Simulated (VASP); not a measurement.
Here is a VASP 6.6.1 calculation.

File INCAR:

```
SYSTEM = MnSb
PREC = Accurate ; ENCUT = 520
EDIFF = 1E-6 ; ISMEAR = -1
SIGMA = 0.05 ; LREAL = .FALSE.
LASPH = .TRUE. ; NELM = 150
ALGO = Normal ; ISIF = 2
LWAVE = .FALSE. ; LCHARG = .FALSE.
ISPIN = 2 ; MAGMOM = 0 0 4 4
LORBIT = 11 ; LMAXMIX = 4
GGA = PE ; NBANDS = 30
```

The input KPOINTS:

```
regular mesh
0
G
  3 3 2
  0 0 0
```

Contents of POSCAR:

```
MnSb
1.0
    4.1500000000      0.0000000000      0.0000000000
   -2.0750000000      3.5940054257      0.0000000000
    0.0000000000      0.0000000000      5.7800000000
Sb Mn
2 2
Direct
    0.6666666667      0.3333333333      0.7500000000
    0.3333333333      0.6666666667      0.2500000000
    0.0000000000      0.0000000000      0.5000000000
    0.0000000000      0.0000000000      0.0000000000
```

Potentials or basis: VASP PAW PBE potentials, release 64 (Sb, Mn_pv).

Run with:

```sh
$ cat potpaw_PBE.64/Sb/POTCAR potpaw_PBE.64/Mn_pv/POTCAR > POTCAR
$ mpirun -np 1 vasp_std > vasp.out
```

Task: What does it give for the site moments?

Result: Sb -0.14; Mn +3.31 μB.

Task: What does it give for the net moment?

Result: 6.44 μB per cell.

Stress tensor (GPa, compression positive):
```
-3.96  0.00  0.00
 0.00 -3.96  0.00
 0.00  0.00 -2.98
```

Caveat: the k points lie up to 0.58 Å⁻¹ apart.
